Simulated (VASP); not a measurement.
Crystal: Ge2Sb2O.

```xyz
5
Lattice="-2.8633 2.8633 3.9586 2.8633 -2.8633 3.9586 2.8633 2.8633 -3.9586" Properties=species:S:1:pos:R:3 pbc="T T T"
Ge    0.0000    2.8633    1.9793
Ge    2.8633    0.0000    1.9793
Sb    0.0000    2.8633    0.0000
Sb    2.8633    0.0000    0.0000
O     0.0000    0.0000    0.0000
```

The cell was generated, and may not be a known phase.

* Program: VASP 6.6.1
* Task: relaxation of cell and atoms
* Functional: PBE
* Potentials or basis: VASP PAW PBE potentials, release 64 (Ge_d, Sb, O)
* Cutoff: 600 eV
* k mesh: 4 × 4 × 4
* Occupations: gaussian, width 0.1 eV
* Spin: no spin polarisation

At the start: pressure 41.0 GPa; volume 25.96 Å³/atom.

Problem. How do energy, volume and symmetry change on relaxing?

Solution. Over 16 steps the energy falls by 3279.5 meV/atom and the volume is 22.37 Å³/atom (-13.8 %); space group I4/mmm (No. 139, to 0.1 Å) before and after.

Step by step:
| step | energy change (eV) | largest force (eV/Å) | pressure (GPa) | volume (Å³) |
| --- | --- | --- | --- | --- |
| 1 | 0.0000 | 0.0000 | 41.02 | 129.82 |
| 2 | -2.9678 | 0.0000 | -20.57 | 244.23 |
| 3 | -12.2052 | 0.0000 | -9.64 | 184.37 |
| 4 | -12.3918 | 0.0000 | -8.93 | 180.35 |
| 5 | -12.5904 | 0.0000 | -5.04 | 167.77 |
| 6 | -12.6168 | 0.0000 | -6.75 | 171.56 |
| 7 | -12.6193 | 0.0000 | -6.32 | 170.52 |
| 8 | -14.3404 | 0.0000 | -6.74 | 145.08 |
| 9 | -16.3187 | 0.0000 | -0.26 | 112.96 |
| 10 | -16.2518 | 0.0000 | 6.23 | 103.97 |
| 11 | -16.3599 | 0.0000 | 1.66 | 109.68 |
| 12 | -16.3586 | 0.0000 | 2.39 | 108.59 |
| 13 | -16.3411 | 0.0000 | 0.69 | 110.87 |
| 14 | -16.3853 | 0.0000 | 1.54 | 109.56 |
| 15 | -16.3948 | 0.0000 | -0.66 | 112.95 |
| 16 | -16.3973 | 0.0000 | 0.00 | 111.86 |

Final structure:
```
Ge Sb O
1.0
    -2.24061    2.24061    5.57044
     2.24061   -2.24061    5.57044
     2.24061    2.24061   -5.57044
Ge Sb O
2 2 1
Direct
  0.75000 0.25000 0.50000
  0.25000 0.75000 0.50000
  0.50000 0.00000 0.50000
  0.00000 0.50000 0.50000
  0.00000 0.00000 0.00000
```
